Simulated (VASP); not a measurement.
Set up this calculation in VASP 6.6.1, as the native input.

```
Task                   : single point
Functional             : PBE
Potentials or basis    : VASP PAW PBE potentials, release 64 (Sc_sv, Tl_d, Pt, N)
Cutoff                 : 520 eV
k mesh                 : 4 × 4 × 1
Occupations            : gaussian, width 0.15 eV
Spin                   : no spin polarisation
Dipole correction      : no
Further INCAR settings : ALGO = Normal; EDIFF = 1e-07; NBANDS = 40
```

The structure of ScTl2PtN3 lies in POSCAR:

```
ScTl2PtN3
1.0
    3.3055610505      0.0000000000      0.0000000000
   -1.6527805253      2.8626998435      0.0000000000
    0.0000000000      0.0000000000     11.7042928525
Sc Tl Pt N
1 2 1 3
Direct
    0.0000000000      0.0000000000      0.3936669519
    0.3333333333      0.6666666667      0.8557006270
    0.6666666667      0.3333333333      0.1551022885
    0.3333333333      0.6666666667      0.5984546395
    0.3333333333      0.6666666667      0.3046605289
    0.6666666667      0.3333333333      0.5108132875
    0.0000000000      0.0000000000      0.6816016767
```

These files were run (other wordings do the same):

INCAR

```
SYSTEM = ScTl2PtN3
ALGO = Normal
EDIFF = 1E-7
ENCUT = 520
GGA = PE
ISIF = 2
ISMEAR = 0
LASPH = .True.
LCHARG = .False.
LREAL = .False.
LWAVE = .False.
NBANDS = 40
NELM = 80
PREC = Accurate
SIGMA = 0.15
```

KPOINTS

```
k-points
0
Gamma
  4 4 1
  0 0 0
```

Potentials or basis: VASP PAW PBE potentials, release 64 (Sc_sv, Tl_d, Pt, N).

The run is started by

```sh
$ cat potpaw_PBE.64/Sc_sv/POTCAR potpaw_PBE.64/Tl_d/POTCAR potpaw_PBE.64/Pt/POTCAR potpaw_PBE.64/N/POTCAR > POTCAR
$ mpirun -np 1 vasp_std > vasp.out
```

Results of the run:

* Pressure: 0.0 GPa
* Largest force: 0.076 eV/Å
* Band gap on the k mesh: 0.51 eV, indirect (least direct gap 1.36 eV)

Caveat: the k points lie up to 0.55 Å⁻¹ apart; spin-orbit coupling is left out, which moves the levels of the heavy elements.

Wall time 21 s on 1 thread of AMD EPYC 9R45 96-Core Processor (Zen 5), on a shared host, peak memory 0.22 GiB.
